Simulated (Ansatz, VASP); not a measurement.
# LiMgBN2 in VASP and in Ansatz

Contents of INCAR:

```
  ALGO = Normal
  EDIFF = 1E-6
  ENCUT = 520
  GGA = PE
  ISIF = 2
  ISMEAR = 0
  LASPH = T
  LCHARG = T
  LELF = T
  LREAL = F
  LVHAR = T
  LWAVE = F
  NBANDS = 17
  NELM = 80
  PREC = Accurate
  SIGMA = 0.05
```

KPOINTS

```
k-points
0
Gamma
  8 8 8
```

The input POSCAR:

```
LiMgBN2
1.0
   -1.8332697600      1.8332697600      4.0880402400
    1.8332697600     -1.8332697600      4.0880402400
    1.8332697600      1.8332697600     -4.0880402400
Li Mg B N
1 1 1 2
Direct
    0.2500000000      0.7500000000      0.5000000000
    0.7500000000      0.2500000000      0.5000000000
    0.5000000000      0.5000000000      0.0000000000
    0.6512635000      0.6512635000      0.0000000000
    0.3487365000      0.3487365000      0.0000000000
```

Input for Ansatz:

```yaml
crystal:
  lattice:
    - [-1.83326976, 1.83326976, 4.08804024]
    - [1.83326976, -1.83326976, 4.08804024]
    - [1.83326976, 1.83326976, -4.08804024]
  atoms:
    - { symbol: Li, position: [0.25, 0.75, 0.5] }
    - { symbol: Mg, position: [0.75, 0.25, 0.5] }
    - { symbol: B, position: [0.5, 0.5, 0.0] }
    - { symbol: "N", position: [0.6512635, 0.6512635, 0.0] }
    - { symbol: "N", position: [0.3487365, 0.3487365, 0.0] }
basis:
  ecutwfc: 420
kpoints:
  mp_grid: { grid: [8, 8, 8] }
hamiltonian:
  xc: pbe
scf:
  occupations: { method: gaussian, width: 0.05 }
output:
  forces: true
  stress: true
  eigenvalues: true
```

Change from the starting cell: strain -0.040 along x and y, -0.080 along z, atoms carried along.

Alike in both runs: task single point; functional PBE; k mesh 8 × 8 × 8; occupations gaussian, width 0.05 eV; no spin polarisation.

|  | VASP | Ansatz |
| --- | --- | --- |
| version | VASP 6.6.1 | Ansatz 0.2.0 |
| potentials or method | VASP PAW PBE potentials, release 64 (Li_sv, Mg, B, N), cutoff 520 eV | scalar-relativistic, plane waves, PAW |
| valence electrons in the cell | 18 | 26 |

VASP gave:

| Item | Value |
| --- | --- |
| gap on the k mesh at the Fermi level (eV) | 2.97 |
| least direct gap on the mesh (eV) | 3.66 |
| rms of the force components (eV/Å) | 2.393 |

Which values does Ansatz return?

gap on the k mesh at the Fermi level (eV): 2.98; least direct gap on the mesh (eV): 3.68; rms of the force components (eV/Å): 2.404.

Atom by atom the forces differ by 0.011 eV/Å (rms over components). VASP's potentials hold 18 valence electrons a cell and Ansatz's 26, so a difference there can come from the potentials and not from the codes.

Noted on VASP's run: the cutoff is short for stress, so the pressure is rough.
